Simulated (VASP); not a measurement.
# SiO2 (Imma) in VASP: further runs

The runs below take SiO2 through single point, with LDA.

Everything below comes from runs of VASP 6.6.1. Logs are shortened: lines on timing, memory, paths and dates and some standing lists are left out, and cuts for length are marked.

## 1. The cell of the first run

Symmetry: Imma, No. 74, orthorhombic system. Conventional cell: a = 5.268 Å, b = 7.214 Å, c = 8.827 Å, α = 90.00°, β = 90.00°, γ = 90.00°. Within 2.1 Å of Si (site symmetry m) lie 4 O at 1.59 to 1.60 Å. Within 2.1 Å of O (site symmetry mm2) lie 2 Si at 1.60 Å. O (site symmetry 2) has 2 Si at 1.60 Å within 2.1 Å. O (site symmetry 2/m) has 2 Si at 1.59 Å within 2.1 Å.

## 2. Single point, LDA

Contents of INCAR:

```
PREC     = Accurate       # precision mode
ENCUT    = 520            # plane-wave cutoff, eV
EDIFF    = 1E-7           # SCF threshold, eV
ISMEAR   = 0              # smearing method
SIGMA    = 0.02           # smearing width, eV
LREAL    = F              # projectors in reciprocal space
LASPH    = T              # aspherical terms in the spheres
NELM     = 60             # most SCF steps
ALGO     = Normal         # electronic algorithm
ISIF     = 2              # what is computed and relaxed
LWAVE    = F              # write WAVECAR
LCHARG   = F              # write CHGCAR
GGA      = CA             # functional
NBANDS   = 44             # bands
```

Contents of KPOINTS:

```
Automatic mesh
0
Gamma
  6 6 6
```

Contents of POSCAR:

```
SiO2
1.0
   -2.6340660825      3.6072165678      4.4132899025
    2.6340660825     -3.6072165678      4.4132899025
    2.6340660825      3.6072165678     -4.4132899025
Si O
4 8
Direct
    0.8552702462      0.8222100061      0.0330602401
    0.7108502340      0.1777899939      0.5330602401
    0.1447297538      0.1777899939      0.9669397599
    0.2891497660      0.8222100061      0.4669397599
    0.0357497063      0.7857497063      0.2500000000
    0.9642502937      0.2142502937      0.7500000000
    0.6918063554      0.5000000000      0.6918063554
    0.3081936446      0.0000000000      0.8081936446
    0.3081936446      0.5000000000      0.3081936446
    0.6918063554      0.0000000000      0.1918063554
    0.0000000000      0.0000000000      0.0000000000
    0.5000000000      0.0000000000      0.5000000000
```

Potentials or basis: VASP PAW LDA potentials, release 64 (Si, O).

On the command line:

```
$ cat potpaw_LDA.64/Si/POTCAR potpaw_LDA.64/O/POTCAR > POTCAR
$ mpirun -np 1 vasp_std > vasp.out
```

OUTCAR:

```text
PREC = Accurate
   ENCUT = 520
   EDIFF = 1E-7
   ISMEAR = 0
   LREAL = F
   LASPH = T
   NELM = 60
   ISIF = 2
   GGA = CA

 ion  position               nearest neighbor table
   1  0.855  0.822  0.033-  11 1.59   5 1.60  10 1.60   7 1.60   2 2.93   2 2.93   4 3.13
   2  0.711  0.178  0.533-  12 1.59   6 1.60  10 1.60   7 1.60   1 2.93   1 2.93   3 3.13
   3  0.145  0.178  0.967-  11 1.59   6 1.60   9 1.60   8 1.60   4 2.93   4 2.93   2 3.13
   4  0.289  0.822  0.467-  12 1.59   5 1.60   9 1.60   8 1.60   3 2.93   3 2.93   1 3.13
   5  0.036  0.786  0.250-   1 1.60   4 1.60
   6  0.964  0.214  0.750-   2 1.60   3 1.60
   7  0.692  0.500  0.692-   1 1.60   2 1.60
   8  0.308  0.000  0.808-   3 1.60   4 1.60
   9  0.308  0.500  0.308-   3 1.60   4 1.60
  10  0.692  0.000  0.192-   1 1.60   2 1.60
  11  0.000  0.000  0.000-   1 1.59   3 1.59
  12  0.500  0.000  0.500-   2 1.59   4 1.59

  LATTYP: Found a body centered orthorhombic cell.
 ALAT       =     5.2681321650
 B/A-ratio  =     1.3694480149
 C/A-ratio  =     1.6754666604

  Lattice vectors:

 A1 = (  -2.6340660825,   3.6072165678,   4.4132899025)
 A2 = (   2.6340660825,  -3.6072165678,   4.4132899025)
 A3 = (   2.6340660825,   3.6072165678,  -4.4132899025)

Analysis of symmetry for initial positions (statically):
=====================================================================
 Subroutine PRICEL returns:
 Original cell was already a primitive cell.

 Routine SETGRP: Setting up the symmetry group for a
 body centered orthorhombic supercell.

 Subroutine GETGRP returns: Found  8 space group operations
 (whereof  4 operations were pure point group operations)
 out of a pool of  8 trial point group operations.

The static configuration has the point symmetry C_2h.
 The point group associated with its full space group is D_2h.

Analysis of symmetry for dynamics (positions and initial velocities):
=====================================================================
 Subroutine PRICEL returns:
 Original cell was already a primitive cell.

 Routine SETGRP: Setting up the symmetry group for a
 body centered orthorhombic supercell.

 Subroutine GETGRP returns: Found  8 space group operations
 (whereof  4 operations were pure point group operations)
 out of a pool of  8 trial point group operations.

The dynamic configuration has the point symmetry C_2h.
 The point group associated with its full space group is D_2h.

 Subroutine INISYM returns: Found  8 space group operations
 (whereof  4 operations are pure point group operations),
 and found     1 'primitive' translations

----------------------------------------------------------------------------------------

                                     Primitive cell

  volume of cell :     167.7341

  direct lattice vectors                    reciprocal lattice vectors
    -2.634066082  3.607216568  4.413289902     0.000000000  0.138611029  0.113294166
     2.634066082 -3.607216568  4.413289902     0.189820598  0.000000000  0.113294166
     2.634066082  3.607216568 -4.413289902     0.189820598  0.138611029  0.000000000

  length of vectors
     6.279127587  6.279127587  6.279127587     0.179021187  0.221059783  0.235042288

  position of ions in fractional coordinates (direct lattice)
     0.855270246  0.822210006  0.033060240
     0.710850234  0.177789994  0.533060240
     0.144729754  0.177789994  0.966939760
     0.289149766  0.822210006  0.466939760
     0.035749706  0.785749706  0.250000000
     0.964250294  0.214250294  0.750000000
     0.691806355  0.500000000  0.691806355
     0.308193645  0.000000000  0.808193645
     0.308193645  0.500000000  0.308193645
     0.691806355  0.000000000  0.191806355
     0.000000000  0.000000000  0.000000000
     0.500000000  0.000000000  0.500000000

  ion indices of the primitive-cell ions
   primitive index   ion index
                 1           1
                 2           2
                 3           3
                 4           4
                 5           5
                 6           6
                 7           7
[... 55 lines left out ...]
  band No.  band energies     occupation
      1     -19.3520      2.00000
      2     -18.1949      2.00000
      3     -17.7271      2.00000
      4     -17.4136      2.00000
      5     -17.1835      2.00000
      6     -17.1356      2.00000
[... 36 lines left out ...]
     43      11.1229      0.00000
     44      11.3759      0.00000

 k-point     2 :       0.1667    0.0000    0.0000
  band No.  band energies     occupation
      1     -19.3109      2.00000
      2     -18.3118      2.00000
      3     -17.7171      2.00000
      4     -17.4102      2.00000
      5     -17.1351      2.00000
      6     -17.1332      2.00000
[... 36 lines left out ...]
     43      11.2750      0.00000
     44      11.5593      0.00000

 k-point     3 :       0.3333   -0.0000    0.0000
  band No.  band energies     occupation
      1     -19.2041      2.00000
      2     -18.5342      2.00000
      3     -17.7179      2.00000
      4     -17.4070      2.00000
      5     -17.1277      2.00000
      6     -17.0596      2.00000
[... 36 lines left out ...]
     43      10.8628      0.00000
     44      11.3613      0.00000

 k-point     4 :       0.5000   -0.0000    0.0000
  band No.  band energies     occupation
      1     -19.1234      2.00000
      2     -18.6626      2.00000
      3     -17.7223      2.00000
      4     -17.4064      2.00000
      5     -17.1248      2.00000
      6     -17.0342      2.00000
[... 882 lines left out ...]
     43      11.3179      0.00000
     44      11.8763      0.00000

 k-point    23 :      -0.1667    0.1667    0.1667
  band No.  band energies     occupation
      1     -19.1112      2.00000
      2     -18.0006      2.00000
      3     -18.0003      2.00000
      4     -17.9426      2.00000
      5     -17.1313      2.00000
      6     -17.0329      2.00000
[... 36 lines left out ...]
     43      11.3939      0.00000
     44      11.8243      0.00000

 k-point    24 :       0.1667    0.3333    0.1667
  band No.  band energies     occupation
      1     -18.7583      2.00000
      2     -18.5515      2.00000
      3     -18.0837      2.00000
      4     -17.8275      2.00000
      5     -17.1019      2.00000
      6     -17.0587      2.00000
[... 36 lines left out ...]
     43      11.7366      0.00000
     44      11.7461      0.00000

 [... further k-points ...]
[... 5 lines left out ...]
  --------------------------------------------------------------------------------------
  -------------------------------------------------------------------------------------
  Total        5.0317063      4.6788030      4.7600631      0.0000000     -0.0000000      0.0000000
  in kB       48.0622979     44.6914050     45.4675926      0.0000000     -0.0000000      0.0000000
  external PRESSURE =      46.0737652 kB  Pullay stress =       0.0000000 kB

 VOLUME and BASIS-vectors are now :
 -----------------------------------------------------------------------------
  energy-cutoff  :      520.00
  volume of cell :      167.73
      direct lattice vectors                 reciprocal lattice vectors
    -2.634066082  3.607216568  4.413289902     0.000000000  0.138611029  0.113294166
     2.634066082 -3.607216568  4.413289902     0.189820598  0.000000000  0.113294166
     2.634066082  3.607216568 -4.413289902     0.189820598  0.138611029  0.000000000

 POSITION                                       TOTAL-FORCE (eV/Angst)
 -----------------------------------------------------------------------------------
     -0.00000      0.23851      7.25730        -0.000000     -0.048994      0.011240
      0.00000      3.84573      1.56928         0.000000     -0.048994     -0.011240
      2.63407      3.36871     -2.84401         0.000000      0.048994     -0.011240
      2.63407     -0.23851      2.84401        -0.000000      0.048994      0.011240
      2.63407     -1.80361      2.52219        -0.000000     -0.000000     -0.015155
     -0.00000      5.41082      1.89110         0.000000     -0.000000      0.015155
      1.31703      3.18738      2.20664         0.000000     -0.038403      0.000000
      1.31703      4.02705     -2.20664        -0.000000      0.038403     -0.000000
      1.31703      0.41983      2.20664        -0.000000      0.038403     -0.000000
     -1.31703      3.18738      2.20664         0.000000     -0.038403      0.000000
      0.00000      0.00000      0.00000        -0.000000     -0.000000      0.000000
      0.00000      3.60722      0.00000        -0.000000     -0.000000      0.000000
 -----------------------------------------------------------------------------------
    total drift:                                0.000000     -0.000000      0.000000

  FREE ENERGIE OF THE ION-ELECTRON SYSTEM (eV)
  ---------------------------------------------------
  free  energy   TOTEN  =      -103.2371561764 eV

  energy  without entropy=     -103.2371561764  energy(sigma->0) =     -103.23715618
```

Run time: 4.4 min. Hardware: 1 thread of Intel Xeon Platinum 8488C (Sapphire Rapids), shared host; peak memory 0.39 GiB.

What came out:

| Property | Result |
| --- | --- |
| Free energy | -103.2372 eV |
| Pressure | 4.6 GPa |
| Largest force | 0.050 eV/Å |
| Band gap on the k mesh | 5.41 eV (least direct gap 5.43 eV) |

Forces in eV/Å, atoms in the order of the input:
```
Si   0.000 -0.049  0.011
Si   0.000 -0.049 -0.011
Si   0.000  0.049 -0.011
Si   0.000  0.049  0.011
O    0.000  0.000 -0.015
O    0.000  0.000  0.015
O    0.000 -0.038  0.000
O    0.000  0.038  0.000
O    0.000  0.038  0.000
O    0.000 -0.038  0.000
O    0.000  0.000  0.000
O    0.000  0.000  0.000
```

Levels at points of the mesh, in eV from the valence-band top:
```tsv
k point	band 29	band 30	band 31	band 32	band 33	band 34	band 35	band 36
(0.00, 0.00, 0.00)	-0.89	-0.72	-0.60	-0.02	5.41	7.90	8.77	9.12
(0.50, 0.00, 0.00)	-0.71	-0.51	-0.41	-0.31	6.91	7.22	8.80	9.12
(0.00, 0.50, 0.00)	-1.27	-1.02	-0.67	-0.36	7.64	7.75	8.90	8.98
(0.50, 0.50, 0.00)	-0.73	-0.73	-0.60	-0.60	7.94	7.94	8.56	8.56
(0.50, 0.50, 0.50)	-1.03	-0.73	-0.66	0.00	7.81	7.82	8.10	8.26
```

Caveat: the cell stands under pressure. A k mesh can miss the band edges.

## 3. Single point, LDA

This run uses another cell than the first one, of 15.29 Å³/atom.

Contents of INCAR:

```
SYSTEM = SiO2
  PREC = Accurate
  ENCUT = 520
  EDIFF = 1E-6
  ISMEAR = 0
  SIGMA = 0.02
  LREAL = .FALSE.
  LASPH = .TRUE.
  NELM = 100
  ALGO = Normal
  ISIF = 2
  LWAVE = .FALSE.
  LCHARG = .FALSE.
  NBANDS = 44
```

Contents of KPOINTS:

```
Automatic mesh
0
G
  6 6 6
  0 0 0
```

Contents of POSCAR:

```
SiO2
1.0
   -2.6310008516      3.8748317713      4.4987151004
    2.6310008516     -3.8748317713      4.4987151004
    2.6310008516      3.8748317713     -4.4987151004
Si O
4 8
Direct
    0.8722527830      0.8272394882      0.0450132948
    0.7177738067      0.1727605118      0.5450132948
    0.1277472170      0.1727605118      0.9549867052
    0.2822261933      0.8272394882      0.4549867052
    0.0561228584      0.8061228584      0.2500000000
    0.9438771416      0.1938771416      0.7500000000
    0.7156209235      0.5000000000      0.7156209235
    0.2843790765      0.0000000000      0.7843790765
    0.2843790765      0.5000000000      0.2843790765
    0.7156209235      0.0000000000      0.2156209235
    0.0000000000      0.0000000000      0.0000000000
    0.5000000000      0.0000000000      0.5000000000
```

Potentials or basis: VASP PAW LDA potentials, release 64 (Si, O).

On the command line:

```
$ cat potpaw_LDA.64/Si/POTCAR potpaw_LDA.64/O/POTCAR > POTCAR
$ mpirun -np 1 vasp_std > vasp.out
```

Run time: 3.9 min. Hardware: 1 thread of Intel Xeon Platinum 8488C (Sapphire Rapids), shared host; peak memory 0.41 GiB.

It converged, with:

```yaml
Free_energy: -103.4607 eV
Pressure: 1.5 GPa
Largest_force: 0.044 eV/Å
Band_gap_on_the_k_mesh: 5.38 eV (least direct gap 5.39 eV)
```

Forces in eV/Å, atoms in the order of the input:
```
Si   0.000 -0.041  0.015
Si   0.000 -0.041 -0.015
Si   0.000  0.041 -0.015
Si   0.000  0.041  0.015
O    0.000  0.000 -0.009
O    0.000  0.000  0.009
O    0.000 -0.034  0.000
O    0.000  0.034  0.000
O    0.000  0.034  0.000
O    0.000 -0.034  0.000
O    0.000  0.000  0.000
O    0.000  0.000  0.000
```

Stress tensor (GPa, compression positive):
```
1.70 0.00 0.00
0.00 1.37 0.00
0.00 0.00 1.54
```

Levels at points of the mesh, in eV from the valence-band top:
```csv
k point,band 28,band 29,band 30,band 31,band 32,band 33,band 34,band 35,band 36,band 37
"(0.00, 0.00, 0.00)",-0.93,-0.83,-0.71,-0.55,-0.01,5.38,8.09,8.85,8.88,9.27
"(0.50, 0.00, 0.00)",-0.87,-0.77,-0.50,-0.42,-0.37,6.73,7.08,8.74,9.00,9.39
"(0.00, 0.50, 0.00)",-1.27,-1.12,-0.87,-0.73,-0.28,7.59,7.71,8.71,8.91,9.13
"(0.50, 0.50, 0.00)",-1.24,-0.80,-0.80,-0.62,-0.62,7.80,7.80,8.53,8.53,9.16
"(0.50, 0.50, 0.50)",-1.08,-0.81,-0.69,-0.46,0.00,7.68,7.74,7.81,8.29,8.60
```

## 4. Single point, LDA (18.87 Å³/atom)

This run uses another cell than the first one, of 18.87 Å³/atom.

Contents of INCAR:

```
SYSTEM = SiO2
ALGO = Normal ; EDIFF = 1E-6
ENCUT = 520 ; GGA = CA
ISIF = 2 ; ISMEAR = 0
LASPH = .True. ; LCHARG = .False.
LREAL = .False. ; LWAVE = .False.
NBANDS = 44 ; NELM = 100
PREC = Accurate ; SIGMA = 0.02
```

Contents of KPOINTS:

```
k-points
0
Gamma
  6 6 6
  0 0 0
```

Contents of POSCAR:

```
SiO2
1.0
   -2.6274886050      4.9282805657      4.3724603133
    2.6274886050     -4.9282805657      4.3724603133
    2.6274886050      4.9282805657     -4.3724603133
Si O
4 8
Direct
    0.9410050967      0.8490831569      0.0919219398
    0.7428387829      0.1509168431      0.5919219398
    0.0589949033      0.1509168431      0.9080780602
    0.2571612171      0.8490831569      0.4080780602
    0.1472196185      0.8972196185      0.2500000000
    0.8527803815      0.1027803815      0.7500000000
    0.8080814300      0.5000000000      0.8080814300
    0.1919185700      0.0000000000      0.6919185700
    0.1919185700      0.5000000000      0.1919185700
    0.8080814300      0.0000000000      0.3080814300
    0.0000000000      0.0000000000      0.0000000000
    0.5000000000      0.0000000000      0.5000000000
```

On the command line:

```
$ cat potpaw_LDA.64/Si/POTCAR potpaw_LDA.64/O/POTCAR > POTCAR
$ mpirun -np 1 vasp_std > vasp.out
```

Run time: 5.5 min. Hardware: 1 thread of Intel Xeon 6975P-C (Granite Rapids), shared host; peak memory 0.51 GiB.

It converged, with:

```yaml
Free_energy: -103.5954 eV
Pressure: -1.2 GPa
Largest_force: 0.056 eV/Å
Band_gap_on_the_k_mesh: 5.44 eV
```

Forces on the atoms (eV/Å):
```
Si   0.000 -0.048  0.030
Si   0.000 -0.048 -0.030
Si   0.000  0.048 -0.030
Si   0.000  0.048  0.030
O    0.000  0.000  0.010
O    0.000  0.000 -0.010
O    0.000 -0.003  0.000
O    0.000  0.003  0.000
O    0.000  0.003  0.000
O    0.000 -0.003  0.000
O    0.000  0.000  0.000
O    0.000  0.000  0.000
```

Stress tensor (GPa, compression positive):
```
-1.17  0.00  0.00
 0.00 -1.16  0.00
 0.00  0.00 -1.26
```

Levels at points of the mesh, in eV from the valence-band top:
```tsv
k point	band 30	band 31	band 32	band 33	band 34	band 35
(0.00, 0.00, 0.00)	-0.72	-0.43	0.00	5.44	8.41	8.56
(0.50, 0.00, 0.00)	-0.50	-0.28	-0.10	6.37	6.93	8.46
(0.00, 0.50, 0.00)	-0.86	-0.69	-0.17	7.58	7.77	8.38
(0.50, 0.50, 0.00)	-0.98	-0.35	-0.35	7.60	7.60	8.86
(0.50, 0.50, 0.50)	-0.22	-0.14	-0.04	7.27	7.35	7.73
```

A k mesh can miss the band edges.

## 5. Single point, LDA (19.42 Å³/atom)

This run uses another cell than the first one, of 19.42 Å³/atom.

Contents of INCAR:

```
SYSTEM = SiO2
PREC = Accurate ; ENCUT = 520
EDIFF = 1E-6 ; ISMEAR = 0
SIGMA = 0.02 ; LREAL = .FALSE.
LASPH = .TRUE. ; NELM = 80
ALGO = Normal ; ISIF = 2
LWAVE = .FALSE. ; LCHARG = .TRUE.
GGA = CA ; LELF = .TRUE.
LVHAR = .TRUE. ; NBANDS = 44
```

Contents of KPOINTS:

```
regular mesh
0
G
  6 6 6
  0 0 0
```

Contents of POSCAR:

```
SiO2
1.0
   -2.6524613033      5.0276816315      4.3693210441
    2.6524613033     -5.0276816315      4.3693210441
    2.6524613033      5.0276816315     -4.3693210441
Si O
4 8
Direct
    0.9451348695      0.8505123635      0.0946225060
    0.7441101425      0.1494876365      0.5946225060
    0.0548651305      0.1494876365      0.9053774940
    0.2558898575      0.8505123635      0.4053774940
    0.1511018010      0.9011018010      0.2500000000
    0.8488981990      0.0988981990      0.7500000000
    0.8145803387      0.5000000000      0.8145803387
    0.1854196613      0.0000000000      0.6854196613
    0.1854196613      0.5000000000      0.1854196613
    0.8145803387      0.0000000000      0.3145803387
    0.0000000000      0.0000000000      0.0000000000
    0.5000000000      0.0000000000      0.5000000000
```

On the command line:

```
$ cat potpaw_LDA.64/Si/POTCAR potpaw_LDA.64/O/POTCAR > POTCAR
$ mpirun -np 1 vasp_std > vasp.out
```

It took 5.7 min on 1 thread of Intel Xeon 6975P-C (Granite Rapids), shared host; peak memory 0.51 GiB.

The run converged. Its results:

| Quantity | Value |
| --- | --- |
| Free energy | -103.4936 eV |
| Pressure | -4.0 GPa |
| Largest force | 0.046 eV/Å |
| Band gap on the k mesh | 5.38 eV |

Forces on the atoms (eV/Å):
```
Si   0.000 -0.042  0.019
Si   0.000 -0.042 -0.019
Si   0.000  0.042 -0.019
Si   0.000  0.042  0.019
O    0.000  0.000  0.017
O    0.000  0.000 -0.017
O    0.000 -0.004  0.000
O    0.000  0.004  0.000
O    0.000  0.004  0.000
O    0.000 -0.004  0.000
O    0.000  0.000  0.000
O    0.000  0.000  0.000
```

Stress tensor (GPa, compression positive):
```
-3.97  0.00  0.00
 0.00 -3.90  0.00
 0.00  0.00 -4.11
```

Levels at points of the mesh, in eV from the valence-band top:
| k point | band 30 | band 31 | band 32 | band 33 | band 34 | band 35 |
| --- | --- | --- | --- | --- | --- | --- |
| (0.00, 0.00, 0.00) | -0.70 | -0.37 | 0.00 | 5.38 | 8.23 | 8.47 |
| (0.50, 0.00, 0.00) | -0.47 | -0.26 | -0.06 | 6.31 | 6.89 | 8.28 |
| (0.00, 0.50, 0.00) | -0.83 | -0.61 | -0.12 | 7.39 | 7.79 | 8.19 |
| (0.50, 0.50, 0.00) | -0.94 | -0.30 | -0.30 | 7.53 | 7.53 | 8.72 |
| (0.50, 0.50, 0.50) | -0.19 | -0.07 | -0.06 | 7.15 | 7.24 | 7.66 |

Caveat: the cell stands under tension. A k mesh can miss the band edges.

## 6. Summary

| cell | gap on the mesh (eV) | pressure (GPa) | largest force (eV/Å) |
| --- | --- | --- | --- |
| a = 6.279 Å, angles 130.4, 109.9, 90.7°, 12 atoms, atomic positions A | 5.41 | 4.6 | 0.05 |
| a = 6.494 Å, angles 132.2, 106.7, 92.3°, 12 atoms, atomic positions B | 5.38 | 1.5 | 0.04 |
| a = 7.093 Å, angles 136.5, 92.0, 103.9°, 12 atoms, atomic positions C | 5.44 | -1.2 | 0.06 |
| a = 7.170 Å, angles 136.6, 90.9, 104.9°, 12 atoms, atomic positions D | 5.38 | -4.0 | 0.05 |

Alike in all rows: task single point; level LDA; potentials or basis VASP PAW LDA potentials, release 64 (Si, O); no spin polarisation; k mesh 6 × 6 × 6; cutoff (eV) 520; smearing gaussian 0.02 eV.

Caveats: the cell stands under pressure (at least some runs); the cell stands under tension (at least some runs).

Total energies depend on the potentials used, so only differences within one code and one set of settings carry meaning.
